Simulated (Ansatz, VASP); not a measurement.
## SnTe in VASP and in Ansatz

INCAR

```
SYSTEM = SnTe
PREC     = Accurate       ! precision mode
ENCUT    = 520            ! plane-wave cutoff, eV
EDIFF    = 1E-6           ! SCF threshold, eV
ISMEAR   = -1             ! smearing method
SIGMA    = 0.08           ! smearing width, eV
LREAL    = .False.        ! projectors in reciprocal space
LASPH    = .True.         ! aspherical terms in the spheres
NELM     = 60             ! most SCF steps
ALGO     = Normal         ! electronic algorithm
ISIF     = 2              ! what is computed and relaxed
LWAVE    = .False.        ! write WAVECAR
LCHARG   = .True.         ! write CHGCAR
GGA      = PE             ! functional
LELF     = .True.         ! ELF
LVHAR    = .True.       
NBANDS   = 17             ! bands
```

KPOINTS

```
Automatic mesh
0
Gamma
  12 12 12
  0 0 0
```

The input POSCAR:

```
SnTe
1.0
    0.0000000000      3.4558401572      3.4558401572
    3.4558401572      0.0000000000      3.4558401572
    3.4558401572      3.4558401572      0.0000000000
Sn Te
1 1
Direct
    0.0000000000      0.0000000000      0.0000000000
    0.2500000000      0.2500000000      0.2500000000
```

Input for Ansatz:

```yaml
crystal:
  lattice:
    - [0.0, 3.4558401572, 3.4558401572]
    - [3.4558401572, 0.0, 3.4558401572]
    - [3.4558401572, 3.4558401572, 0.0]
  atoms:
    - { symbol: Sn, position: [0.0, 0.0, 0.0] }
    - { symbol: Te, position: [0.25, 0.25, 0.25] }
kpoints:
  mp_grid: { grid: [12, 12, 12] }
scf:
  occupations: { method: fermi_dirac, width: 0.08 }
hamiltonian:
  xc: pbe
  pseudopotentials: { kind: all_electron, lapw: { basis_error: 0.001 } }
output:
  forces: true
  stress: true
  eigenvalues: true
  populations: true
```

Change from the starting cell: volume scaled by 0.88, LAPW.

Alike in both runs: task single point; functional PBE; k mesh 12 × 12 × 12; occupations fermi-dirac, width 0.08 eV; no spin polarisation.

|  | VASP | Ansatz |
| --- | --- | --- |
| version | VASP 6.6.1 | Ansatz 0.2.0 |
| potentials or method | VASP PAW PBE potentials, release 64 (Sn_d, Te), cutoff 520 eV | all-electron LAPW, scalar-relativistic |

|  | VASP | Ansatz | Ansatz less VASP |
| --- | --- | --- | --- |
| pressure (GPa) | 3.8 | 3.9 | +0.05 |

Ansatz ran all-electron here, and VASP with PAW potentials.

Spin-orbit coupling is off throughout.
